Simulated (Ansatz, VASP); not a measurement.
## Two plane-wave programs on V

```xyz
1
Lattice="0.0000 1.8846 1.8846 1.8846 0.0000 1.8846 1.8846 1.8846 0.0000" Properties=species:S:1:pos:R:3 pbc="T T T"
V     0.0000    0.0000    0.0000
```

Alike in both runs: functional PBEsol; k mesh 18 × 18 × 18; occupations gaussian, width 0.1 eV; no spin polarisation.

Ansatz relaxed the structure, and its values are those at the end. VASP's run is a single point on that final structure, the one shown.

|  | VASP | Ansatz |
| --- | --- | --- |
| version | VASP 6.6.1 | Ansatz 0.2.0 |
| potentials or method | VASP PAW PBE potentials, release 64 (V_sv), cutoff 520 eV | scalar-relativistic, plane waves, PAW |
| valence electrons in the cell | 13 | 13 |

```tsv
	VASP	Ansatz	Ansatz less VASP
gap on the k mesh at the Fermi level (eV)	none	none	-
pressure (GPa)	0.2	0.0	-0.23
```

VASP's potentials were made for PBE, not for PBEsol. A gap of «none» marks a metal or a gap that the smearing closes.
